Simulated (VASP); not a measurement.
# Gd (P6_3/mmc) in VASP: further runs, part 2 of 2

VASP 6.6.1. Earlier steps stand in the parts before.

### Step 3. Single point, PBEsol, collinear spin, ferromagnetic start (28.83 Å³/atom)

This run uses another cell than the first one, of 28.83 Å³/atom.

Input file INCAR:

```
SYSTEM = Gd
ALGO = Normal ; EDIFF = 1E-6
ENCUT = 520 ; GGA = PS
ISIF = 2 ; ISMEAR = -1
ISPIN = 2 ; LASPH = .TRUE.
LCHARG = .TRUE. ; LELF = .TRUE.
LMAXMIX = 6 ; LORBIT = 11
LREAL = .FALSE. ; LVHAR = .TRUE.
LWAVE = .FALSE. ; MAGMOM = 7.339 7.339
NBANDS = 29 ; NELM = 150
PREC = Accurate ; SIGMA = 0.05
```

Input file KPOINTS:

```
k-points
0
G
  13 13 8
  0 0 0
```

Input file POSCAR:

```
Gd
1.0
    3.4673016087      0.0000000000      0.0000000000
   -1.7336508044      3.0027712757      0.0000000000
    0.0000000000      0.0000000000      5.5388191582
Gd
2
Direct
    0.3333333333      0.6666666667      0.2500000000
    0.6666666667      0.3333333333      0.7500000000
```

Potentials or basis: VASP PAW PBE potentials, release 64 (Gd).

On the command line:

```
$ cat potpaw_PBE.64/Gd/POTCAR > POTCAR
$ mpirun -np 1 vasp_std > vasp.out
```

OUTCAR:

```text
SYSTEM = Gd
   EDIFF = 1E-6
   ENCUT = 520
   GGA = PS
   ISIF = 2
   ISMEAR = -1
   ISPIN = 2
   LASPH = .TRUE.
   LORBIT = 11
   LREAL = .FALSE.
   NELM = 150
   PREC = Accurate

 ion  position               nearest neighbor table
   1  0.333  0.667  0.250-   2 3.42   2 3.42   2 3.42   2 3.42   2 3.42   2 3.42
   2  0.667  0.333  0.750-   1 3.42   1 3.42   1 3.42   1 3.42   1 3.42   1 3.42

  LATTYP: Found a hexagonal cell.
 ALAT       =     3.4673016087
 C/A-ratio  =     1.5974437137

  Lattice vectors:

 A1 = (   3.4673016087,   0.0000000000,   0.0000000000)
 A2 = (  -1.7336508044,   3.0027712757,   0.0000000000)
 A3 = (   0.0000000000,   0.0000000000,   5.5388191582)

Analysis of symmetry for initial positions (statically):
=====================================================================
 Subroutine PRICEL returns:
 Original cell was already a primitive cell.

 Routine SETGRP: Setting up the symmetry group for a
 hexagonal supercell.

 Subroutine GETGRP returns: Found 24 space group operations
 (whereof 12 operations were pure point group operations)
 out of a pool of 24 trial point group operations.

The static configuration has the point symmetry D_3d.
 The point group associated with its full space group is D_6h.

Analysis of symmetry for dynamics (positions and initial velocities):
=====================================================================
 Subroutine PRICEL returns:
 Original cell was already a primitive cell.

 Routine SETGRP: Setting up the symmetry group for a
 hexagonal supercell.

 Subroutine GETGRP returns: Found 24 space group operations
 (whereof 12 operations were pure point group operations)
 out of a pool of 24 trial point group operations.

The dynamic configuration has the point symmetry D_3d.
 The point group associated with its full space group is D_6h.

Analysis of structural, dynamic, and magnetic symmetry:
=====================================================================
 Subroutine PRICEL returns:
 Original cell was already a primitive cell.

 Routine SETGRP: Setting up the symmetry group for a
 hexagonal supercell.

 Subroutine GETGRP returns: Found 24 space group operations
 (whereof 12 operations were pure point group operations)
 out of a pool of 24 trial point group operations.

The overall configuration has the point symmetry D_3d.
 The point group associated with its full space group is D_6h.

 Subroutine INISYM returns: Found 24 space group operations
 (whereof 12 operations are pure point group operations),
 and found     1 'primitive' translations

----------------------------------------------------------------------------------------

                                     Primitive cell

  volume of cell :      57.6675

  direct lattice vectors                    reciprocal lattice vectors
     3.467301609  0.000000000  0.000000000     0.288408715  0.166512849  0.000000000
    -1.733650804  3.002771276  0.000000000     0.000000000  0.333025698  0.000000000
     0.000000000  0.000000000  5.538819158     0.000000000  0.000000000  0.180543898

  length of vectors
     3.467301609  3.467301609  5.538819158     0.333025698  0.333025698  0.180543898
[... 73 lines left out ...]
   ISTART =      0    job   : 0-new  1-cont  2-samecut
   ICHARG =      2    charge: 1-file 2-atom 10-const
   ISPIN  =      2    spin polarized calculation?
   LNONCOLLINEAR =      F non collinear calculations
   LSORBIT =      F    spin-orbit coupling
   LASPH  =      T    aspherical Exc in radial PAW
   ENCUT  =  520.0 eV  38.22 Ry    6.18 a.u.   6.45  6.45 10.30*2*pi/ulx,y,z
   NELM   =    150;   NELMIN=  2; NELMDL= -5     # of ELM steps
   EDIFF  = 0.1E-05   stopping-criterion for ELM
   LREAL  =      F    real-space projection
   EDIFFG = 0.1E-04   stopping-criterion for IOM
   NSW    =      0    number of steps for IOM
   IBRION =     -1    ionic relax: 0-MD 1-quasi-New 2-CG
   NFREE  =      0    steps in history (QN), initial steepest desc. (CG)
   ISIF   =      2    stress and relaxation
   ISYM   =      2    0-nonsym 1-usesym 2-fastsym
   POTIM  = 0.5000    time-step for ionic-motion
   TEBEG  =    0.0;   TEEND  =   0.0 temperature during run
   PSTRESS=    0.0 pullay stress
   NELECT =      36.0000    total number of electrons
   NUPDOWN=      -1.0000    fix difference up-down
   EMIN   =  10.00;   EMAX   =-10.00  energy-range for DOS
   EFERMI =   0.00;   METHOD = LEGACY
   ISMEAR =    -1;   SIGMA  =   0.05  broadening in eV -4-tet -1-fermi 0-gaus
   EFERMI_NEDOS =   21; number of points for ismear=-14 and -15
   IALGO  =     38    algorithm
   IMIX   =      4    mixing-type and parameters
     AMIX     =   0.40;   BMIX     =  1.00
     AMIX_MAG =   1.60;   BMIX_MAG =  1.00
  volume/ion in A,a.u.               =      28.83       194.58
  Fermi-wavevector in a.u.,A,eV,Ry     =   1.399153  2.644016 26.635174  1.957630
  Thomas-Fermi vector in A             =   2.522241
   LORBIT       =     11    0 simple, 1 ext, 2 COOP (PROOUT), +10 PAW based schemes
   GGA     = PS    functional components
   LHFCALC =     F    Hartree Fock is set to
   AEXX    =    0.0000 exact exchange contribution
   IVDW    =     0    specifies the selected vdW correction
   LEPSILON=     F    determine dielectric tensor
   LRPA    =     F    only Hartree local field effects (RPA)
 spin polarized calculation
  energy-cutoff  :      520.00
  volume of cell :       57.67
 maximum number of plane-waves:      1575
 NGX is ok and might be reduce to    28
   NGX = 13   NGY = 13   NGZ = 21

 number of electron      35.9999999 magnetization      15.0588014

 Free energy of the ion-electron system (eV)
  ---------------------------------------------------
  ext. energy  EPLUGINS =         0.00000000
  ---------------------------------------------------
  free energy    TOTEN  =       -24.02195227 eV

  energy without entropy =      -23.99204472  energy(sigma->0) =      -24.00699849

 E-fermi :   3.4876     XC(G=0): -10.7484

 val. band max:        3.4873040440   @ k =   0.3077  -0.0000   0.3750
 cond. band min:       3.4924313565   @ k =   0.1538   0.1538   0.3750
 fundamental gap:      0.0051273125
 Fermi energy:         3.4876409230

 spin component 1

 k-point     1 :       0.0000    0.0000    0.0000
  band No.  band energies     occupation
      1     -41.5251      1.00000
      2     -41.4011      1.00000
      3     -19.5014      1.00000
      4     -18.5569      1.00000
      5     -18.5569      1.00000
      6     -18.3995      1.00000
[... 757 lines left out ...]
     28       5.3731      0.00000
     29       5.4135      0.00000

 [... further k-points ...]

 spin component 2

 k-point     1 :       0.0000    0.0000    0.0000
  band No.  band energies     occupation
      1     -38.3368      1.00000
      2     -38.1830      1.00000
      3     -17.3028      1.00000
      4     -16.1661      1.00000
      5     -16.1661      1.00000
      6     -15.9826      1.00000
[... 757 lines left out ...]
     28       6.5504      0.00000
     29       6.6566      0.00000

 [... further k-points ...]

------------------------ aborting loop because EDIFF is reached ----------------------------------------

  FORCE on cell =-STRESS in cart. coord.  units (eV):
  Direction    XX          YY          ZZ          XY          YZ          ZX
  --------------------------------------------------------------------------------------
  -------------------------------------------------------------------------------------
  Total        1.1164068      1.1164068      1.1445257     -0.0000000      0.0000000     -0.0000000
  in kB       31.0171569     31.0171569     31.7983854     -0.0000000      0.0000000     -0.0000000
  external PRESSURE =      31.2775664 kB  Pullay stress =       0.0000000 kB

 VOLUME and BASIS-vectors are now :
 -----------------------------------------------------------------------------
  energy-cutoff  :      520.00
  volume of cell :       57.67
      direct lattice vectors                 reciprocal lattice vectors
     3.467301609  0.000000000  0.000000000     0.288408715  0.166512849  0.000000000
    -1.733650804  3.002771276  0.000000000     0.000000000  0.333025698  0.000000000
     0.000000000  0.000000000  5.538819158     0.000000000  0.000000000  0.180543898

 POSITION                                       TOTAL-FORCE (eV/Angst)
 -----------------------------------------------------------------------------------
     -0.00000      2.00185      1.38470         0.000000      0.000000      0.000000
      1.73365      1.00092      4.15411        -0.000000      0.000000      0.000000
 -----------------------------------------------------------------------------------
    total drift:                               -0.000000      0.000000     -0.000000

  FREE ENERGIE OF THE ION-ELECTRON SYSTEM (eV)
  ---------------------------------------------------
  free  energy   TOTEN  =       -24.0219522714 eV

  energy  without entropy=      -23.9920447155  energy(sigma->0) =      -24.00699849

 total charge

# of ion       s       p       d       f       tot
--------------------------------------------------
    1        2.081   5.540   0.653   6.973  15.247
    2        2.081   5.540   0.653   6.973  15.247
--------------------------------------------------
tot          4.162  11.079   1.307  13.947  30.495

 magnetization (x)

# of ion       s       p       d       f       tot
--------------------------------------------------
    1        0.007  -0.042   0.208   6.812   6.985
    2        0.007  -0.042   0.208   6.812   6.985
--------------------------------------------------
tot          0.013  -0.084   0.415  13.625  13.970
```

OSZICAR:

```text
N       E                     dE             d eps       ncg     rms          rms(c)
DAV:   1     0.245325153458E+03    0.24533E+03   -0.12245E+04 17109   0.622E+03
[... 20 lines left out ...]
DAV:  22    -0.240237660633E+02    0.99427E-04   -0.38804E-03 23947   0.582E-01    0.132E+00
DAV:  23    -0.240234442311E+02    0.32183E-03   -0.33688E-04 23635   0.242E-01    0.104E+00
DAV:  24    -0.240220730022E+02    0.13712E-02   -0.26418E-03 14844   0.121E+00    0.859E-01
DAV:  25    -0.240219073033E+02    0.16570E-03   -0.14446E-03 20195   0.744E-01    0.143E-01
DAV:  26    -0.240219497305E+02   -0.42427E-04   -0.35676E-04 22898   0.113E-01    0.305E-01
DAV:  27    -0.240219519824E+02   -0.22519E-05   -0.11582E-05 19907   0.267E-02    0.352E-01
DAV:  28    -0.240219522714E+02   -0.28894E-06   -0.45753E-07  8895   0.142E-02
   1 F= -.24021952E+02 E0= -.24006998E+02  d E =-.299076E-01  mag=    15.0588
```

stdout:

```text
POSCAR found type information on POSCAR Gd
 POSCAR found :  1 types and       2 ions
 scaLAPACK will be used
 -----------------------------------------------------------------------------
|                                                                             |
|                                                                             |
|     You enforced a specific xc type in the INCAR file but a different       |
|     I HOPE YOU KNOW WHAT YOU ARE DOING!                                     |
|                                                                             |
 -----------------------------------------------------------------------------

 LDA part: xc-table for (Slater+PW92), standard interpolation
 POSCAR, INCAR and KPOINTS ok, starting setup
 FFT: planning ... GRIDC
 FFT: planning ... GRID_SOFT
 FFT: planning ... GRID
 WAVECAR not read
 entering main loop
```

Run time: 13 min. Hardware: 1 thread of Intel Xeon Platinum 8259CL at 2.50GHz (Skylake/Cascade Lake), shared host; peak memory 0.4 GiB.

Results:

* Free energy: -24.0220 eV
* Pressure: 3.1 GPa
* Net moment: 15.06 μB per cell
* Site moments: Gd +6.99 μB
* Valence electrons inside the program's atomic spheres: Gd 15.25

Caveat: the cell stands under pressure; the PAW data sets were made with another functional, which shifts forces and pressure a little; spin-orbit coupling is left out, which moves the levels of the heavy elements; semilocal functionals describe open f shells poorly, which spoils levels, moments and volumes.
